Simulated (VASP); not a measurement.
# SrCl2 (I4/mmm) in VASP: further runs

The runs below take SrCl2 through single point, with PBE.

Program: VASP 6.6.1. These are calculated values, not measurements. Logs are shortened: lines on timing, memory, paths and dates and some standing lists are left out, and cuts for length are marked.

## Step 1: The cell of the first run

The structure is tetragonal, space group I4/mmm (No. 139). The conventional cell has a = 4.949 Å, b = 4.949 Å, c = 7.345 Å, α = 90.00°, β = 90.00°, γ = 90.00°. Within 4.1 Å of Sr (site symmetry 4/mmm) lie 8 Cl at 3.08 Å. Within 4.1 Å of Cl (site symmetry -4m2) lie 4 Sr at 3.08 Å and 6 Cl at 3.50 to 3.67 Å.

## Step 2: Single point, PBE (29.99 Å³/atom)

Contents of INCAR:

```
ALGO = Normal ; EDIFF = 1E-6
ENCUT = 520 ; GGA = PE
ISIF = 2 ; ISMEAR = 0
LASPH = True ; LCHARG = False
LREAL = False ; LWAVE = False
NBANDS = 19 ; NELM = 80
PREC = Accurate ; SIGMA = 0.05
```

Contents of KPOINTS:

```
k-points
0
Gamma
  6 6 6
```

Contents of POSCAR:

```
SrCl2
1.0
    0.0000000000      3.4997863687      3.6723258367
    3.4997863687      0.0000000000      3.6723258367
    3.4997863687      3.4997863687      0.0000000000
Sr Cl
1 2
Direct
    0.0000000000      0.0000000000      0.0000000000
    0.2500000000      0.2500000000      0.2500000000
    0.7500000000      0.7500000000      0.7500000000
```

Potentials or basis: VASP PAW PBE potentials, release 64 (Sr_sv, Cl).

The run is started by

```sh
$ cat potpaw_PBE.64/Sr_sv/POTCAR potpaw_PBE.64/Cl/POTCAR > POTCAR
$ mpirun -np 1 vasp_std > vasp.out
```

OUTCAR:

```text
EDIFF = 1E-6
   ENCUT = 520
   GGA = PE
   ISIF = 2
   ISMEAR = 0
   LASPH = True
   LREAL = False
   NELM = 80
   PREC = Accurate

 ion  position               nearest neighbor table
   1  0.000  0.000  0.000-   3 3.08   3 3.08   3 3.08   2 3.08   3 3.08   2 3.08   2 3.08   2 3.08

   2  0.250  0.250  0.250-   1 3.08   1 3.08   1 3.08   1 3.08
   3  0.750  0.750  0.750-   1 3.08   1 3.08   1 3.08   1 3.08

  LATTYP: Found a body centered tetragonal cell.
 ALAT       =     4.9494453480
 C/A-ratio  =     1.4839342910

  Lattice vectors:

 A1 = (  -3.4997863687,   0.0000000000,   3.6723258367)
 A2 = (   3.4997863687,   0.0000000000,   3.6723258367)
 A3 = (   0.0000000000,   3.4997863687,  -3.6723258367)

Analysis of symmetry for initial positions (statically):
=====================================================================
 Subroutine PRICEL returns:
 Original cell was already a primitive cell.

 Routine SETGRP: Setting up the symmetry group for a
 body centered tetragonal supercell.

 Subroutine GETGRP returns: Found 16 space group operations
 (whereof 16 operations were pure point group operations)
 out of a pool of 16 trial point group operations.

The static configuration has the point symmetry D_4h.

Analysis of symmetry for dynamics (positions and initial velocities):
=====================================================================
 Subroutine PRICEL returns:
 Original cell was already a primitive cell.

 Routine SETGRP: Setting up the symmetry group for a
 body centered tetragonal supercell.

 Subroutine GETGRP returns: Found 16 space group operations
 (whereof 16 operations were pure point group operations)
 out of a pool of 16 trial point group operations.

The dynamic configuration has the point symmetry D_4h.

 Subroutine INISYM returns: Found 16 space group operations
 (whereof 16 operations are pure point group operations),
 and found     1 'primitive' translations

----------------------------------------------------------------------------------------

                                     Primitive cell

[... 84 lines left out ...]
   ISTART =      0    job   : 0-new  1-cont  2-samecut
   ICHARG =      2    charge: 1-file 2-atom 10-const
   ISPIN  =      1    spin polarized calculation?
   LNONCOLLINEAR =      F non collinear calculations
   LSORBIT =      F    spin-orbit coupling
   LASPH  =      T    aspherical Exc in radial PAW
   ENCUT  =  520.0 eV  38.22 Ry    6.18 a.u.   9.43  9.43  9.20*2*pi/ulx,y,z
   NELM   =     80;   NELMIN=  2; NELMDL= -5     # of ELM steps
   EDIFF  = 0.1E-05   stopping-criterion for ELM
   LREAL  =      F    real-space projection
   EDIFFG = 0.1E-04   stopping-criterion for IOM
   NSW    =      0    number of steps for IOM
   IBRION =     -1    ionic relax: 0-MD 1-quasi-New 2-CG
   NFREE  =      0    steps in history (QN), initial steepest desc. (CG)
   ISIF   =      2    stress and relaxation
   ISYM   =      2    0-nonsym 1-usesym 2-fastsym
   POTIM  = 0.5000    time-step for ionic-motion
   TEBEG  =    0.0;   TEEND  =   0.0 temperature during run
   PSTRESS=    0.0 pullay stress
   NELECT =      24.0000    total number of electrons
   NUPDOWN=      -1.0000    fix difference up-down
   EMIN   =  10.00;   EMAX   =-10.00  energy-range for DOS
   EFERMI =   0.00;   METHOD = LEGACY
   ISMEAR =     0;   SIGMA  =   0.05  broadening in eV -4-tet -1-fermi 0-gaus
   EFERMI_NEDOS =   21; number of points for ismear=-14 and -15
   IALGO  =     38    algorithm
   IMIX   =      4    mixing-type and parameters
     AMIX     =   0.40;   BMIX     =  1.00
     AMIX_MAG =   1.60;   BMIX_MAG =  1.00
  volume/ion in A,a.u.               =      29.99       202.36
  Fermi-wavevector in a.u.,A,eV,Ry     =   1.053886  1.991557 15.111673  1.110677
  Thomas-Fermi vector in A             =   2.189025
   LORBIT       =      0    0 simple, 1 ext, 2 COOP (PROOUT), +10 PAW based schemes
   GGA     = PE    functional components
   LHFCALC =     F    Hartree Fock is set to
   AEXX    =    0.0000 exact exchange contribution
   IVDW    =     0    specifies the selected vdW correction
   LEPSILON=     F    determine dielectric tensor
   LRPA    =     F    only Hartree local field effects (RPA)
 non-spin polarized calculation
 Gauss-broadening in eV      SIGMA  =   0.05
  energy-cutoff  :      520.00
  volume of cell :       89.96
 maximum number of plane-waves:      2449
 NGX is ok and might be reduce to    40
   NGX = 19   NGY = 19   NGZ = 19

 number of electron      23.9999998 magnetization

 Free energy of the ion-electron system (eV)
  ---------------------------------------------------
  ext. energy  EPLUGINS =         0.00000000
  ---------------------------------------------------
  free energy    TOTEN  =       -12.76477134 eV

  energy without entropy =      -12.76477134  energy(sigma->0) =      -12.76477134

 E-fermi :   0.1250     XC(G=0):  -8.0364

 val. band max:       -0.1069364833   @ k =   0.5000   0.0000   0.5000
 cond. band min:       4.8486839395   @ k =   0.0000   0.0000   0.0000
 fundamental gap:      4.9556204227
 Fermi energy:         0.1250213418

 k-point     1 :       0.0000    0.0000    0.0000
  band No.  band energies     occupation
      1     -33.3042      2.00000
      2     -15.2766      2.00000
      3     -15.2766      2.00000
      4     -15.2604      2.00000
      5     -13.3415      2.00000
      6     -12.5938      2.00000
[... 505 lines left out ...]
      6     -12.7785      2.00000
[... 11 lines left out ...]
     18       8.4447      0.00000
     19       9.2269      0.00000

 [... further k-points ...]

------------------------ aborting loop because EDIFF is reached ----------------------------------------

  FORCE on cell =-STRESS in cart. coord.  units (eV):
  Direction    XX          YY          ZZ          XY          YZ          ZX
  --------------------------------------------------------------------------------------
  -------------------------------------------------------------------------------------
  Total       -0.0704973     -0.0704973     -1.3401355      0.0000000      0.0000000      0.0000000
  in kB       -1.2555350     -1.2555350    -23.8673942      0.0000000      0.0000000      0.0000000
  external PRESSURE =      -8.7928214 kB  Pullay stress =       0.0000000 kB

 VOLUME and BASIS-vectors are now :
 -----------------------------------------------------------------------------
  energy-cutoff  :      520.00
  volume of cell :       89.96
      direct lattice vectors                 reciprocal lattice vectors
     0.000000000  3.499786369  3.672325837    -0.142865863  0.142865863  0.136153496
     3.499786369  0.000000000  3.672325837     0.142865863 -0.142865863  0.136153496
     3.499786369  3.499786369  0.000000000     0.142865863  0.142865863 -0.136153496

 POSITION                                       TOTAL-FORCE (eV/Angst)
 -----------------------------------------------------------------------------------
      0.00000      0.00000      0.00000         0.000000     -0.000000      0.000000
      1.74989      1.74989      1.83616         0.000000      0.000000      0.000000
      5.24968      5.24968      5.50849        -0.000000     -0.000000      0.000000
 -----------------------------------------------------------------------------------
    total drift:                               -0.000000     -0.000000      0.000000

  FREE ENERGIE OF THE ION-ELECTRON SYSTEM (eV)
  ---------------------------------------------------
  free  energy   TOTEN  =       -12.7647713366 eV

  energy  without entropy=      -12.7647713366  energy(sigma->0) =      -12.76477134
```

Wall time 1.8 min (1 thread of Intel Xeon 8259CL, shared host); peak memory 0.25 GiB.

Results:

```
Free energy            : -12.7648 eV
Pressure               : -0.9 GPa
Band gap on the k mesh : 4.96 eV (least direct gap 5.25 eV)
```

Stress tensor (GPa, compression positive):
```
-0.13  0.00  0.00
 0.00 -0.13  0.00
 0.00  0.00 -2.39
```

A k mesh can miss the band edges. As with any semilocal functional, this PBE gap is likely too small.

## Step 3: Single point, PBE (29.99 Å³/atom)

Contents of INCAR:

```
PREC = Accurate
ENCUT = 520
EDIFF = 1E-7
ISMEAR = 0
SIGMA = 0.05
LREAL = False
LASPH = True
NELM = 60
ALGO = Normal
ISIF = 2
LWAVE = False
LCHARG = False
GGA = PE
NBANDS = 19
```

Contents of KPOINTS:

```
regular mesh
0
Gamma
  6 6 6
```

Contents of POSCAR:

```
SrCl2
1.0
    0.0000000000      3.5185526392      3.6332574553
    3.5185526392      0.0000000000      3.6332574553
    3.5185526392      3.5185526392      0.0000000000
Sr Cl
1 2
Direct
    0.0000000000      0.0000000000      0.0000000000
    0.2500000000      0.2500000000      0.2500000000
    0.7500000000      0.7500000000      0.7500000000
```

Potentials or basis: VASP PAW PBE potentials, release 64 (Sr_sv, Cl).

The run is started by

```sh
$ cat potpaw_PBE.64/Sr_sv/POTCAR potpaw_PBE.64/Cl/POTCAR > POTCAR
$ mpirun -np 1 vasp_std > vasp.out
```

Run time: 1.7 min. Hardware: 1 thread of Intel Xeon 8259CL, shared host; peak memory 0.25 GiB.

Results (log left out):

```yaml
Free_energy: -12.7761 eV
Pressure: -0.9 GPa
Band_gap_on_the_k_mesh: 5.03 eV (least direct gap 5.33 eV)
```

Stress tensor (GPa, compression positive):
```
-0.38  0.00  0.00
 0.00 -0.38  0.00
 0.00  0.00 -1.89
```

Levels at points of the mesh, in eV from the valence-band top:
| k point | band 9 | band 10 | band 11 | band 12 | band 13 | band 14 | band 15 | band 16 |
| --- | --- | --- | --- | --- | --- | --- | --- | --- |
| (0.00, 0.00, 0.00) | -1.94 | -0.53 | -0.30 | -0.30 | 5.03 | 5.96 | 6.14 | 8.79 |
| (0.50, 0.00, 0.00) | -1.44 | -1.28 | -1.05 | -1.02 | 6.56 | 6.60 | 7.22 | 7.70 |
| (0.50, 0.50, 0.00) | -1.81 | -0.37 | -0.37 | -0.18 | 5.46 | 6.67 | 7.38 | 7.65 |
| (0.50, 0.00, 0.50) | -1.76 | -0.57 | -0.32 | 0.00 | 5.45 | 6.88 | 7.38 | 7.77 |
